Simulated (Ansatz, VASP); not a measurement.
# One calculation of CdAu2S2, two programs

```
CELL_PARAMETERS angstrom
5.52425 0.00000 0.00000
0.00000 5.52425 0.00000
0.00000 0.00000 4.33852
ATOMIC_POSITIONS crystal
Cd 0.00000 0.00000 0.50000
S 0.00000 0.50000 0.50000
S 0.50000 0.00000 0.50000
Au 0.00000 0.50000 0.00000
Au 0.50000 0.00000 0.00000
```

Alike in both runs: task relaxation of cell and atoms; functional PBE; k mesh 4 × 4 × 4; occupations gaussian, width 0.1 eV; no spin polarisation.

|  | VASP | Ansatz |
| --- | --- | --- |
| version | VASP 6.6.1 | Ansatz 0.2.0 |
| potentials or method | VASP PAW PBE potentials, release 64 (Cd, S, Au), cutoff 600 eV | scalar-relativistic, plane waves, PAW |
| valence electrons in the cell | 46 | 70 |

Ansatz gave:

```
gap on the k mesh at the Fermi level, each at its own relaxed structure (eV) : none
relaxed volume (Å³/atom)                                                     : 26.06
relaxed cell length with the largest relative difference (Å)                 : 5.291
```

Task: Which values does VASP return?

Result: gap on the k mesh at the Fermi level, each at its own relaxed structure (eV): none; relaxed volume (Å³/atom): 26.18; relaxed cell length with the largest relative difference (Å): 5.307.

A gap of «none» marks a metal or a gap that the smearing closes. VASP's potentials hold 46 valence electrons a cell and Ansatz's 70, so a difference there can come from the potentials and not from the codes.

The k mesh is coarse, so the values compare programs but aren't converged. Neither program's run includes spin-orbit coupling.
